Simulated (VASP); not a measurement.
# Pd (I4/mmm) in VASP: notebook

Runs on Pd. Level: PBEsol. Tasks: single point.

Program: VASP 6.6.1. These are calculated values, not measurements. Logs are shortened: lines on timing, memory, paths and dates and some standing lists are left out, and cuts for length are marked.

**1. The cell of the first run**

Symmetry: I4/mmm, No. 139, tetragonal system. The conventional cell has a = 2.613 Å, b = 2.613 Å, c = 4.084 Å, α = 90.00°, β = 90.00°, γ = 90.00°. Pd (site symmetry 4/mmm) has 12 Pd at 2.61 to 2.75 Å within 3.4 Å.

**2. Single point, PBEsol (strain -0.050 along x and y, +0.050 along z)**

File INCAR:

```
SYSTEM = Pd
PREC = Accurate ; ENCUT = 520
EDIFF = 1E-6 ; ISMEAR = 0
SIGMA = 0.15 ; LREAL = .False.
LASPH = .True. ; NELM = 60
ALGO = Fast ; ISIF = 2
LWAVE = .False. ; LCHARG = .False.
GGA = PS ; NBANDS = 11
```

File KPOINTS:

```
regular mesh
0
Gamma
  20 20 20
  0 0 0
```

File POSCAR:

```
Pd
1.0
    0.0000000000      1.8476550000      2.0421450000
    1.8476550000      0.0000000000      2.0421450000
    1.8476550000      1.8476550000      0.0000000000
Pd
1
Direct
    0.0000000000      0.0000000000      0.0000000000
```

Potentials or basis: VASP PAW PBE potentials, release 64 (Pd).

On the command line:

```console
cat potpaw_PBE.64/Pd/POTCAR > POTCAR
mpirun -np 1 vasp_std > vasp.out
```

OUTCAR:

```text
SYSTEM = Pd
   PREC = Accurate
   ENCUT = 520
   EDIFF = 1E-6
   ISMEAR = 0
   LREAL = .False.
   LASPH = .True.
   NELM = 60
   ISIF = 2
   GGA = PS

 ion  position               nearest neighbor table
   1  0.000  0.000  0.000-

  LATTYP: Found a body centered tetragonal cell.
 ALAT       =     2.6129787596
 C/A-ratio  =     1.5630781479

  Lattice vectors:

 A1 = (  -1.8476550000,   0.0000000000,   2.0421450000)
 A2 = (   1.8476550000,   0.0000000000,   2.0421450000)
 A3 = (   0.0000000000,   1.8476550000,  -2.0421450000)

Analysis of symmetry for initial positions (statically):
=====================================================================
 Subroutine PRICEL returns:
 Original cell was already a primitive cell.

 Routine SETGRP: Setting up the symmetry group for a
 body centered tetragonal supercell.

 Subroutine GETGRP returns: Found 16 space group operations
 (whereof 16 operations were pure point group operations)
 out of a pool of 16 trial point group operations.

The static configuration has the point symmetry D_4h.

Analysis of symmetry for dynamics (positions and initial velocities):
=====================================================================
 Subroutine PRICEL returns:
 Original cell was already a primitive cell.

 Routine SETGRP: Setting up the symmetry group for a
 body centered tetragonal supercell.

 Subroutine GETGRP returns: Found 16 space group operations
 (whereof 16 operations were pure point group operations)
 out of a pool of 16 trial point group operations.

The dynamic configuration has the point symmetry D_4h.

 Subroutine INISYM returns: Found 16 space group operations
 (whereof 16 operations are pure point group operations),
 and found     1 'primitive' translations

----------------------------------------------------------------------------------------

                                     Primitive cell

  volume of cell :      13.9431

  direct lattice vectors                    reciprocal lattice vectors
     0.000000000  1.847655000  2.042145000    -0.270613291  0.270613291  0.244840597
     1.847655000  0.000000000  2.042145000     0.270613291 -0.270613291  0.244840597
     1.847655000  1.847655000  0.000000000     0.270613291  0.270613291 -0.244840597

  length of vectors
     2.753939941  2.753939941  2.612978760     0.454323700  0.454323700  0.454323700

  position of ions in fractional coordinates (direct lattice)
     0.000000000  0.000000000  0.000000000

  ion indices of the primitive-cell ions
   primitive index   ion index
                 1           1

----------------------------------------------------------------------------------------

 KPOINTS: regular mesh

Automatic generation of k-mesh.
 Grid dimensions read from file:
 generate k-points for:   20   20   20

 Generating k-lattice:

  Cartesian coordinates                     Fractional coordinates (reciprocal lattice)
    -0.013530665  0.013530665  0.012242030     0.050000000 -0.000000000  0.000000000
     0.013530665 -0.013530665  0.012242030    -0.000000000  0.050000000  0.000000000
     0.013530665  0.013530665 -0.012242030     0.000000000  0.000000000  0.050000000

  Length of vectors
     0.022716185  0.022716185  0.022716185

  Shift w.r.t. Gamma in fractional coordinates (k-lattice)
     0.000000000  0.000000000  0.000000000

 Subroutine IBZKPT returns following result:
 ===========================================

 Found    641 irreducible k-points:

 Following reciprocal coordinates:
            Coordinates               Weight
  0.000000  0.000000  0.000000      1.000000
  0.050000 -0.000000  0.000000      8.000000
  0.100000 -0.000000  0.000000      8.000000
  0.150000  0.000000  0.000000      8.000000
  0.200000 -0.000000  0.000000      8.000000
  0.250000 -0.000000  0.000000      8.000000
[... 16 lines left out ...]
 -0.400000  0.050000  0.000000      8.000000
 -0.350000  0.050000  0.000000      8.000000
 [... further k-points ...]
   k-points           NKPTS =    641   k-points in BZ     NKDIM =    641   number of bands    NBANDS=     11
   number of dos      NEDOS =    301   number of ions     NIONS =      1
   total plane-waves  NPLWV =   8000
   dimension x,y,z NGX =    20 NGY =   20 NGZ =   20
   dimension x,y,z NGXF=    40 NGYF=   40 NGZF=   40
   ions per type =               1
   NGX,Y,Z   is equivalent  to a cutoff of  12.07, 12.07, 12.72 a.u.
   NGXF,Y,Z  is equivalent  to a cutoff of  24.15, 24.15, 25.45 a.u.
 SYSTEM =  Pd
   PREC   = accura    normal or accurate (medium, high low for compatibility)
   ISTART =      0    job   : 0-new  1-cont  2-samecut
   ICHARG =      2    charge: 1-file 2-atom 10-const
   ISPIN  =      1    spin polarized calculation?
   LNONCOLLINEAR =      F non collinear calculations
   LSORBIT =      F    spin-orbit coupling
   LASPH  =      T    aspherical Exc in radial PAW
   ENCUT  =  520.0 eV  38.22 Ry    6.18 a.u.   5.12  5.12  4.86*2*pi/ulx,y,z
   NELM   =     60;   NELMIN=  2; NELMDL= -5     # of ELM steps
   EDIFF  = 0.1E-05   stopping-criterion for ELM
   LREAL  =      F    real-space projection
   EDIFFG = 0.1E-04   stopping-criterion for IOM
   NSW    =      0    number of steps for IOM
   IBRION =     -1    ionic relax: 0-MD 1-quasi-New 2-CG
   NFREE  =      0    steps in history (QN), initial steepest desc. (CG)
   ISIF   =      2    stress and relaxation
   ISYM   =      2    0-nonsym 1-usesym 2-fastsym
   POTIM  = 0.5000    time-step for ionic-motion
   TEBEG  =    0.0;   TEEND  =   0.0 temperature during run
   PSTRESS=    0.0 pullay stress
   NELECT =      10.0000    total number of electrons
   NUPDOWN=      -1.0000    fix difference up-down
   EMIN   =  10.00;   EMAX   =-10.00  energy-range for DOS
   EFERMI =   0.00;   METHOD = LEGACY
   ISMEAR =     0;   SIGMA  =   0.15  broadening in eV -4-tet -1-fermi 0-gaus
   EFERMI_NEDOS =   21; number of points for ismear=-14 and -15
   IALGO  =     68    algorithm
   IMIX   =      4    mixing-type and parameters
     AMIX     =   0.40;   BMIX     =  1.00
     AMIX_MAG =   1.60;   BMIX_MAG =  1.00
  volume/ion in A,a.u.               =      13.94        94.09
  Fermi-wavevector in a.u.,A,eV,Ry     =   1.465397  2.769199 29.217004  2.147389
  Thomas-Fermi vector in A             =   2.581259
   LORBIT       =      0    0 simple, 1 ext, 2 COOP (PROOUT), +10 PAW based schemes
   GGA     = PS    functional components
   LHFCALC =     F    Hartree Fock is set to
   AEXX    =    0.0000 exact exchange contribution
   IVDW    =     0    specifies the selected vdW correction
   LEPSILON=     F    determine dielectric tensor
   LRPA    =     F    only Hartree local field effects (RPA)
 non-spin polarized calculation
 RMM-DIIS sequential band-by-band and
 Gauss-broadening in eV      SIGMA  =   0.15
  energy-cutoff  :      520.00
  volume of cell :       13.94
 maximum number of plane-waves:       387
   NGX = 11   NGY = 11   NGZ =  9

 number of electron      10.0000003 magnetization

 Free energy of the ion-electron system (eV)
  ---------------------------------------------------
  ext. energy  EPLUGINS =         0.00000000
  ---------------------------------------------------
  free energy    TOTEN  =        -5.92966909 eV

  energy without entropy =       -5.90627964  energy(sigma->0) =       -5.91797436

 E-fermi :  10.5906     XC(G=0): -13.7302

 val. band max:       10.5899010003   @ k =  -0.3000   0.4500   0.2500
 cond. band min:      10.5913757712   @ k =  -0.4000  -0.0000   0.4000
 fundamental gap:      0.0014747709
 Fermi energy:        10.5905974025

 k-point     1 :       0.0000    0.0000    0.0000
  band No.  band energies     occupation
      1       2.9197      2.00000
      2       6.7971      2.00000
      3       7.8881      2.00000
      4       7.8881      2.00000
      5       8.6472      2.00000
      6       9.7959      2.00000
      7      27.9135      0.00000
      8      31.1779      0.00000
      9      33.7162      0.00000
     10      33.7162      0.00000
     11      38.0618      0.00000

 k-point     2 :       0.0500   -0.0000    0.0000
  band No.  band energies     occupation
      1       3.0162      2.00000
      2       6.8211      2.00000
      3       7.8594      2.00000
      4       7.9217      2.00000
      5       8.6439      2.00000
      6       9.7662      2.00000
      7      28.0241      0.00000
      8      31.1250      0.00000
      9      33.2136      0.00000
     10      33.8369      0.00000
     11      38.7448      0.00000

 k-point     3 :       0.1000   -0.0000    0.0000
  band No.  band energies     occupation
      1       3.2966      2.00000
      2       6.8816      2.00000
      3       7.7800      2.00000
      4       8.0149      2.00000
      5       8.6554      2.00000
      6       9.6870      2.00000
      7      28.3025      0.00000
      8      30.5797      0.00000
      9      32.7081      0.00000
     10      34.1821      0.00000
     11      36.7148      0.00000

 k-point     4 :       0.1500    0.0000    0.0000
  band No.  band energies     occupation
      1       3.7287      2.00000
      2       6.9570      2.00000
      3       7.6687      2.00000
      4       8.1430      2.00000
      5       8.7350      2.00000
      6       9.5902      2.00000
      7      28.4551      0.00000
      8      29.4444      0.00000
      9      32.9586      0.00000
     10      34.6946      0.00000
     11      37.3143      0.00000

 k-point     5 :       0.2000   -0.0000    0.0000
  band No.  band energies     occupation
      1       4.2372      2.00000
      2       7.0683      2.00000
      3       7.5478      2.00000
      4       8.2556      2.00000
      5       8.9331      2.00000
      6       9.5334      2.00000
      7      27.3379      0.00000
      8      29.1006      0.00000
      9      33.5548      0.00000
     10      35.2480      0.00000
     11      36.3513      0.00000
[... 211 lines left out ...]
 k-point    21 :       0.5000    0.0500    0.0000
  band No.  band energies     occupation
      1       4.8756      2.00000
      2       6.9293      2.00000
      3       7.9678      2.00000
      4      10.1679      1.99993
      5      10.4097      1.91188
      6      11.9984      0.00000
      7      18.4884      0.00000
      8      26.7420      0.00000
      9      31.3862      0.00000
     10      33.0848      0.00000
     11      37.6956      0.00000

 k-point    22 :      -0.4500    0.0500    0.0000
  band No.  band energies     occupation
      1       4.8823      2.00000
      2       6.9535      2.00000
      3       7.9591      2.00000
      4      10.1189      1.99999
      5      10.3357      1.98373
      6      12.0207      0.00000
      7      18.5832      0.00000
      8      26.7414      0.00000
      9      31.2715      0.00000
     10      33.4000      0.00000
     11      37.5859      0.00000

 k-point    23 :      -0.4000    0.0500    0.0000
  band No.  band energies     occupation
      1       4.9293      2.00000
      2       7.0144      2.00000
      3       8.0021      2.00000
      4       9.7123      2.00000
      5      10.1627      1.99995
      6      11.4858      0.00000
      7      19.6516      0.00000
      8      26.9617      0.00000
      9      31.5373      0.00000
     10      34.0278      0.00000
     11      37.1988      0.00000

 k-point    24 :      -0.3500    0.0500    0.0000
  band No.  band energies     occupation
      1       4.9941      2.00000
      2       7.1014      2.00000
      3       8.0901      2.00000
      4       8.9946      2.00000
      5       9.9189      2.00000
      6      10.8330      0.02228
      7      21.2430      0.00000
      8      27.3775      0.00000
      9      32.1197      0.00000
     10      34.9361      0.00000
     11      36.6065      0.00000

 [... further k-points ...]
[... 5 lines left out ...]
  --------------------------------------------------------------------------------------
  -------------------------------------------------------------------------------------
  Total        1.1926149      1.1926149      0.3374437      0.0000000      0.0000000      0.0000000
  in kB      137.0416195    137.0416195     38.7751575      0.0000000      0.0000000      0.0000000
  external PRESSURE =     104.2861322 kB  Pullay stress =       0.0000000 kB

 VOLUME and BASIS-vectors are now :
 -----------------------------------------------------------------------------
  energy-cutoff  :      520.00
  volume of cell :       13.94
      direct lattice vectors                 reciprocal lattice vectors
     0.000000000  1.847655000  2.042145000    -0.270613291  0.270613291  0.244840597
     1.847655000  0.000000000  2.042145000     0.270613291 -0.270613291  0.244840597
     1.847655000  1.847655000  0.000000000     0.270613291  0.270613291 -0.244840597

 POSITION                                       TOTAL-FORCE (eV/Angst)
 -----------------------------------------------------------------------------------
      0.00000      0.00000      0.00000        -0.000000     -0.000000      0.000000
 -----------------------------------------------------------------------------------
    total drift:                                0.000000      0.000000      0.000000

  FREE ENERGIE OF THE ION-ELECTRON SYSTEM (eV)
  ---------------------------------------------------
  free  energy   TOTEN  =        -5.9296690893 eV

  energy  without entropy=       -5.9062796373  energy(sigma->0) =       -5.91797436
```

Wall time 56 s (1 thread of Intel Xeon Platinum 8488C (Sapphire Rapids), shared host); peak memory 0.21 GiB.

What came out:

| Quantity | Value |
| --- | --- |
| Free energy | -5.9297 eV |
| Pressure | 10.4 GPa |
| Band gap on the k mesh | zero (band 5 reaches 11.35 eV, above the bottom of band 6 at 9.32 eV) |

Caveat: the cell differs from its parent crystal (strain -0.050 along x and y, +0.050 along z); the PAW data sets were made with another functional, which shifts forces and pressure a little.

**3. Single point, PBEsol (strain +0.000 along x and y, -0.050 along z)**

File INCAR:

```
SYSTEM = Pd
ALGO = Normal
EDIFF = 1E-6
ENCUT = 520
GGA = PS
ISIF = 2
ISMEAR = 0
LASPH = .True.
LCHARG = .False.
LREAL = .False.
LWAVE = .False.
NBANDS = 11
NELM = 80
PREC = Accurate
SIGMA = 0.15
```

File KPOINTS:

```
k-points
0
Gamma
  20 20 20
  0 0 0
```

File POSCAR:

```
Pd
1.0
    0.0000000000      1.9449000000      1.8476550000
    1.9449000000      0.0000000000      1.8476550000
    1.9449000000      1.9449000000      0.0000000000
Pd
1
Direct
    0.0000000000      0.0000000000      0.0000000000
```

Potentials or basis: VASP PAW PBE potentials, release 64 (Pd).

On the command line:

```console
cat potpaw_PBE.64/Pd/POTCAR > POTCAR
mpirun -np 1 vasp_std > vasp.out
```

Wall time 57 s (1 thread of Intel Xeon Platinum 8488C (Sapphire Rapids), shared host); peak memory 0.21 GiB.

It converged, with:

- Free energy: -5.9534 eV
- Pressure: 9.0 GPa
- Band gap on the k mesh: zero (band 5 reaches 11.04 eV, above the bottom of band 6 at 9.16 eV)

Stress tensor (GPa, compression positive):
```
 8.01  0.00  0.00
 0.00  8.01  0.00
 0.00  0.00 10.86
```

Levels at points of the mesh, in eV from the Fermi level:
```
           k point  band 2  band 3  band 4  band 5  band 6  band 7  band 8  band 9
(0.00, 0.00, 0.00)   -3.26   -3.26   -2.76   -1.61   -1.08   17.19   21.77   21.77
(0.50, 0.00, 0.00)   -3.41   -2.90   -0.13    0.11    0.82    7.73   16.45   21.02
(0.50, 0.50, 0.00)   -5.59   -0.04    0.34    0.34    3.99   12.26   12.77   12.77
(0.50, 0.00, 0.50)   -5.57   -0.05    0.15    0.49    2.91   10.82   13.57   13.96
```

Caveat: the cell differs from its parent crystal (strain +0.000 along x and y, -0.050 along z); the PAW data sets were made with another functional, which shifts forces and pressure a little.

**4. Single point, PBEsol (strain +0.025 along x and y, -0.050 along z)**

File INCAR:

```
PREC = Accurate
ENCUT = 520
EDIFF = 1E-7
ISMEAR = 0
SIGMA = 0.15
LREAL = F
LASPH = T
NELM = 60
ALGO = Normal
ISIF = 2
LWAVE = F
LCHARG = F
GGA = PS
NBANDS = 11
```

File KPOINTS:

```
regular mesh
0
Gamma
  20 20 20
```

File POSCAR:

```
Pd
1.0
    0.0000000000      1.9935225000      1.8476550000
    1.9935225000      0.0000000000      1.8476550000
    1.9935225000      1.9935225000      0.0000000000
Pd
1
Direct
    0.0000000000      0.0000000000      0.0000000000
```

On the command line:

```console
cat potpaw_PBE.64/Pd/POTCAR > POTCAR
mpirun -np 1 vasp_std > vasp.out
```

Wall time 62 s (1 thread of Intel Xeon Platinum 8375C at 2.90GHz (Ice Lake), shared host); peak memory 0.22 GiB.

The run converged. Its results:

| Quantity | Value |
| --- | --- |
| Free energy | -5.9640 eV |
| Pressure | -1.8 GPa |
| Band gap on the k mesh | zero (band 5 reaches 10.19 eV, above the bottom of band 6 at 8.38 eV) |

Stress tensor (GPa, compression positive):
```
-2.84  0.00  0.00
 0.00 -2.84  0.00
 0.00  0.00  0.14
```

Levels at points of the mesh, in eV from the Fermi level:
```tsv
k point	band 3	band 4	band 5	band 6	band 7	band 8
(0.00, 0.00, 0.00)	-3.07	-2.39	-1.61	-0.90	17.24	21.32
(0.50, 0.00, 0.00)	-2.55	-0.18	0.16	0.94	7.34	16.34
(0.50, 0.50, 0.00)	-0.03	0.32	0.32	4.32	12.18	12.21
(0.50, 0.00, 0.50)	-0.07	0.06	0.50	2.78	10.10	13.43
```

Caveat: the cell differs from its parent crystal (strain +0.025 along x and y, -0.050 along z); the PAW data sets were made with another functional, which shifts forces and pressure a little.

**5. Summary**

```tsv
cell	gap on the mesh (eV)	pressure (GPa)
a = 2.754, b = 2.754, c = 2.613 Å, angles 61.7, 61.7, 56.6°, 1 atom	none	10.4
a = 2.683, b = 2.683, c = 2.751 Å, angles 59.2, 59.2, 61.7°, 1 atom	none	9.0
a = 2.718, b = 2.718, c = 2.819 Å, angles 58.8, 58.8, 62.5°, 1 atom	none	-1.8
```

Alike in all rows: task single point; level PBEsol; potentials or basis VASP PAW PBE potentials, release 64 (Pd); no spin polarisation; k mesh 20 × 20 × 20; cutoff (eV) 520; smearing gaussian 0.15 eV.

Caveats: the PAW data sets were made with another functional, which shifts forces and pressure a little.

Absolute energies hang on the potentials; compare differences alone.
